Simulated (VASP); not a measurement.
# Ge (Fm-3m) in VASP: single point with PBE

Aim: the single point of Ge with PBE.

Program: VASP 6.6.1. These are calculated values, not measurements. Logs are shortened: lines on timing, memory, paths and dates and some standing lists are left out, and cuts for length are marked.

### 1 The cell of the first run

It takes space group Fm-3m (No. 225, cubic). The conventional cell has a = 4.278 Å, b = 4.278 Å, c = 4.278 Å, α = 90.00°, β = 90.00°, γ = 90.00°. Ge (site symmetry m-3m) has 12 Ge at 3.03 Å within 4.0 Å.

### 2 Single point, PBE

The input, INCAR:

```
SYSTEM = Ge
PREC     = Accurate       ! precision mode
ENCUT    = 520            ! plane-wave cutoff, eV
EDIFF    = 1E-7           ! SCF threshold, eV
ISMEAR   = -1             ! smearing method
SIGMA    = 0.13605693000000002 ! smearing width, eV
LREAL    = .False.        ! projectors in reciprocal space
LASPH    = .True.         ! aspherical terms in the spheres
NELM     = 60             ! most SCF steps
ALGO     = Normal         ! electronic algorithm
ISIF     = 2              ! what is computed and relaxed
LWAVE    = .False.        ! write WAVECAR
LCHARG   = .False.        ! write CHGCAR
GGA      = PE             ! functional
NBANDS   = 13             ! bands
```

The input, KPOINTS:

```
regular mesh
0
Gamma
  13 13 13
  0 0 0
```

The input, POSCAR:

```
Ge
1.0
    0.0000000000      2.1390647207      2.1390647207
    2.1390647207      0.0000000000      2.1390647207
    2.1390647207      2.1390647207      0.0000000000
Ge
1
Direct
    0.0000000000      0.0000000000      0.0000000000
```

Potentials or basis: VASP PAW PBE potentials, release 64 (Ge_d).

Started as:

```
cat potpaw_PBE.64/Ge_d/POTCAR > POTCAR
mpirun -np 1 vasp_std > vasp.out
```

OUTCAR:

```text
SYSTEM = Ge
   PREC = Accurate
   ENCUT = 520
   EDIFF = 1E-7
   ISMEAR = -1
   LREAL = .False.
   LASPH = .True.
   NELM = 60
   ISIF = 2
   GGA = PE

 ion  position               nearest neighbor table
   1  0.000  0.000  0.000-

  LATTYP: Found a face centered cubic cell.
 ALAT       =     4.2781294414

  Lattice vectors:

 A1 = (   0.0000000000,   2.1390647207,   2.1390647207)
 A2 = (   2.1390647207,   0.0000000000,   2.1390647207)
 A3 = (   2.1390647207,   2.1390647207,   0.0000000000)

Analysis of symmetry for initial positions (statically):
=====================================================================
 Subroutine PRICEL returns:
 Original cell was already a primitive cell.

 Routine SETGRP: Setting up the symmetry group for a
 face centered cubic supercell.

 Subroutine GETGRP returns: Found 48 space group operations
 (whereof 48 operations were pure point group operations)
 out of a pool of 48 trial point group operations.

The static configuration has the point symmetry O_h .

Analysis of symmetry for dynamics (positions and initial velocities):
=====================================================================
 Subroutine PRICEL returns:
 Original cell was already a primitive cell.

 Routine SETGRP: Setting up the symmetry group for a
 face centered cubic supercell.

 Subroutine GETGRP returns: Found 48 space group operations
 (whereof 48 operations were pure point group operations)
 out of a pool of 48 trial point group operations.

The dynamic configuration has the point symmetry O_h .

 Subroutine INISYM returns: Found 48 space group operations
 (whereof 48 operations are pure point group operations),
 and found     1 'primitive' translations

----------------------------------------------------------------------------------------

                                     Primitive cell

  volume of cell :      19.5750

  direct lattice vectors                    reciprocal lattice vectors
     0.000000000  2.139064721  2.139064721    -0.233747018  0.233747018  0.233747018
     2.139064721  0.000000000  2.139064721     0.233747018 -0.233747018  0.233747018
     2.139064721  2.139064721  0.000000000     0.233747018  0.233747018 -0.233747018

  length of vectors
     3.025094339  3.025094339  3.025094339     0.404861711  0.404861711  0.404861711

  position of ions in fractional coordinates (direct lattice)
     0.000000000  0.000000000  0.000000000

  ion indices of the primitive-cell ions
   primitive index   ion index
                 1           1

----------------------------------------------------------------------------------------

 KPOINTS: regular mesh

Automatic generation of k-mesh.
 Grid dimensions read from file:
 generate k-points for:   13   13   13

 Generating k-lattice:

  Cartesian coordinates                     Fractional coordinates (reciprocal lattice)
    -0.017980540  0.017980540  0.017980540     0.076923077  0.000000000  0.000000000
     0.017980540 -0.017980540  0.017980540     0.000000000  0.076923077  0.000000000
     0.017980540  0.017980540 -0.017980540     0.000000000  0.000000000  0.076923077

  Length of vectors
     0.031143209  0.031143209  0.031143209

  Shift w.r.t. Gamma in fractional coordinates (k-lattice)
     0.000000000  0.000000000  0.000000000

 Subroutine IBZKPT returns following result:
 ===========================================

 Found     84 irreducible k-points:

 Following reciprocal coordinates:
            Coordinates               Weight
  0.000000  0.000000  0.000000      1.000000
  0.076923  0.000000  0.000000      8.000000
  0.153846  0.000000  0.000000      8.000000
  0.230769  0.000000  0.000000      8.000000
  0.307692  0.000000  0.000000      8.000000
  0.384615  0.000000  0.000000      8.000000
[... 16 lines left out ...]
  0.384615  0.153846  0.000000     24.000000
  0.461538  0.153846  0.000000     24.000000
 [... further k-points ...]
   k-points           NKPTS =     84   k-points in BZ     NKDIM =     84   number of bands    NBANDS=     13
   number of dos      NEDOS =    301   number of ions     NIONS =      1
   total plane-waves  NPLWV =  13824
   dimension x,y,z NGX =    24 NGY =   24 NGZ =   24
   dimension x,y,z NGXF=    48 NGYF=   48 NGZF=   48
   ions per type =               1
   NGX,Y,Z   is equivalent  to a cutoff of  13.19, 13.19, 13.19 a.u.
   NGXF,Y,Z  is equivalent  to a cutoff of  26.38, 26.38, 26.38 a.u.
 SYSTEM =  Ge
   PREC   = accura    normal or accurate (medium, high low for compatibility)
   ISTART =      0    job   : 0-new  1-cont  2-samecut
   ICHARG =      2    charge: 1-file 2-atom 10-const
   ISPIN  =      1    spin polarized calculation?
   LNONCOLLINEAR =      F non collinear calculations
   LSORBIT =      F    spin-orbit coupling
   LASPH  =      T    aspherical Exc in radial PAW
   ENCUT  =  520.0 eV  38.22 Ry    6.18 a.u.   5.62  5.62  5.62*2*pi/ulx,y,z
   NELM   =     60;   NELMIN=  2; NELMDL= -5     # of ELM steps
   EDIFF  = 0.1E-06   stopping-criterion for ELM
   LREAL  =      F    real-space projection
   EDIFFG = 0.1E-05   stopping-criterion for IOM
   NSW    =      0    number of steps for IOM
   IBRION =     -1    ionic relax: 0-MD 1-quasi-New 2-CG
   NFREE  =      0    steps in history (QN), initial steepest desc. (CG)
   ISIF   =      2    stress and relaxation
   ISYM   =      2    0-nonsym 1-usesym 2-fastsym
   POTIM  = 0.5000    time-step for ionic-motion
   TEBEG  =    0.0;   TEEND  =   0.0 temperature during run
   PSTRESS=    0.0 pullay stress
   NELECT =      14.0000    total number of electrons
   NUPDOWN=      -1.0000    fix difference up-down
   EMIN   =  10.00;   EMAX   =-10.00  energy-range for DOS
   EFERMI =   0.00;   METHOD = LEGACY
   ISMEAR =    -1;   SIGMA  =   0.14  broadening in eV -4-tet -1-fermi 0-gaus
   EFERMI_NEDOS =   21; number of points for ismear=-14 and -15
   IALGO  =     38    algorithm
   IMIX   =      4    mixing-type and parameters
     AMIX     =   0.40;   BMIX     =  1.00
     AMIX_MAG =   1.60;   BMIX_MAG =  1.00
  volume/ion in A,a.u.               =      19.57       132.10
  Fermi-wavevector in a.u.,A,eV,Ry     =   1.464031  2.766617 29.162545  2.143387
  Thomas-Fermi vector in A             =   2.580055
   LORBIT       =      0    0 simple, 1 ext, 2 COOP (PROOUT), +10 PAW based schemes
   GGA     = PE    functional components
   LHFCALC =     F    Hartree Fock is set to
   AEXX    =    0.0000 exact exchange contribution
   IVDW    =     0    specifies the selected vdW correction
   LEPSILON=     F    determine dielectric tensor
   LRPA    =     F    only Hartree local field effects (RPA)
 non-spin polarized calculation
  energy-cutoff  :      520.00
  volume of cell :       19.57
 maximum number of plane-waves:       537
   NGX = 11   NGY = 11   NGZ = 11

 number of electron      14.0000013 magnetization

 Free energy of the ion-electron system (eV)
  ---------------------------------------------------
  ext. energy  EPLUGINS =         0.00000000
  ---------------------------------------------------
  free energy    TOTEN  =        -4.19871809 eV

  energy without entropy =       -4.16957315  energy(sigma->0) =       -4.18414562

 E-fermi :   6.4962     XC(G=0): -11.1139

 val. band max:        6.4252662955   @ k =   0.3846   0.2308   0.0000
 cond. band min:       6.5428705449   @ k =  -0.3077   0.4615   0.2308
 fundamental gap:      0.1176042494
 Fermi energy:         6.4962434111

 k-point     1 :       0.0000    0.0000    0.0000
  band No.  band energies     occupation
      1     -18.3096      2.00000
      2     -18.3096      2.00000
      3     -18.3096      2.00000
      4     -18.2657      2.00000
      5     -18.2657      2.00000
      6      -6.4619      2.00000
      7      15.0502      0.00000
      8      15.0502      0.00000
      9      15.0502      0.00000
     10      20.2442      0.00000
     11      20.2442      0.00000
     12      20.2442      0.00000
     13      21.3404      0.00000

 k-point     2 :       0.0769    0.0000    0.0000
  band No.  band energies     occupation
      1     -18.3095      2.00000
      2     -18.3068      2.00000
      3     -18.3068      2.00000
      4     -18.2658      2.00000
      5     -18.2658      2.00000
      6      -6.3186      2.00000
      7      13.6858      0.00000
      8      14.8389      0.00000
      9      14.8389      0.00000
     10      19.4116      0.00000
     11      20.6225      0.00000
     12      20.6225      0.00000
     13      23.0296      0.00000

 k-point     3 :       0.1538    0.0000    0.0000
  band No.  band energies     occupation
      1     -18.3092      2.00000
      2     -18.3010      2.00000
      3     -18.3010      2.00000
      4     -18.2643      2.00000
      5     -18.2643      2.00000
      6      -5.8889      2.00000
      7      11.0325      0.00000
      8      14.3698      0.00000
      9      14.3698      0.00000
     10      18.7863      0.00000
     11      21.3371      0.00000
     12      21.3371      0.00000
     13      23.8432      0.00000
[... 305 lines left out ...]
 k-point    23 :       0.3846    0.1538    0.0000
  band No.  band energies     occupation
      1     -18.3199      2.00000
      2     -18.2952      2.00000
      3     -18.2826      2.00000
      4     -18.2542      2.00000
      5     -18.2283      2.00000
      6      -3.2974      2.00000
      7       5.2388      1.99981
      8      11.1002      0.00000
      9      11.4554      0.00000
     10      15.9313      0.00000
     11      20.3760      0.00000
     12      22.7665      0.00000
     13      23.6754      0.00000

 k-point    24 :       0.4615    0.1538    0.0000
  band No.  band energies     occupation
      1     -18.3173      2.00000
      2     -18.2958      2.00000
      3     -18.2862      2.00000
      4     -18.2454      2.00000
      5     -18.2221      2.00000
      6      -2.0243      2.00000
      7       3.0637      2.00000
      8      10.3345      0.00000
      9      11.5238      0.00000
     10      15.8075      0.00000
     11      21.2547      0.00000
     12      21.8322      0.00000
     13      24.7171      0.00000

 [... further k-points ...]
[... 5 lines left out ...]
  --------------------------------------------------------------------------------------
  -------------------------------------------------------------------------------------
  Total        0.0015112      0.0015112      0.0015112     -0.0000000     -0.0000000      0.0000000
  in kB        0.1236892      0.1236892      0.1236892     -0.0000000     -0.0000000      0.0000000
  external PRESSURE =       0.1236892 kB  Pullay stress =       0.0000000 kB

 VOLUME and BASIS-vectors are now :
 -----------------------------------------------------------------------------
  energy-cutoff  :      520.00
  volume of cell :       19.57
      direct lattice vectors                 reciprocal lattice vectors
     0.000000000  2.139064721  2.139064721    -0.233747018  0.233747018  0.233747018
     2.139064721  0.000000000  2.139064721     0.233747018 -0.233747018  0.233747018
     2.139064721  2.139064721  0.000000000     0.233747018  0.233747018 -0.233747018

 POSITION                                       TOTAL-FORCE (eV/Angst)
 -----------------------------------------------------------------------------------
      0.00000      0.00000      0.00000         0.000000      0.000000      0.000000
 -----------------------------------------------------------------------------------
    total drift:                                0.000000      0.000000      0.000000

  FREE ENERGIE OF THE ION-ELECTRON SYSTEM (eV)
  ---------------------------------------------------
  free  energy   TOTEN  =        -4.1987180929 eV

  energy  without entropy=       -4.1695731517  energy(sigma->0) =       -4.18414562
```

It took 7.6 s on 1 thread of Intel Xeon Platinum 8559C (Emerald Rapids), shared host; peak memory 0.14 GiB.

What came out:

* Free energy: -4.1987 eV
* Pressure: 0.0 GPa
* Band gap on the k mesh: zero (band 7 reaches 15.05 eV, above the bottom of band 8 at 4.16 eV)

Levels at points of the mesh, in eV from the Fermi level:
```
           k point  band 3  band 4  band 5  band 6  band 7  band 8  band 9  band 10  band 11  band 12
(0.00, 0.00, 0.00)  -24.81  -24.76  -24.76  -12.96    8.55    8.55    8.55    13.75    13.75    13.75
```
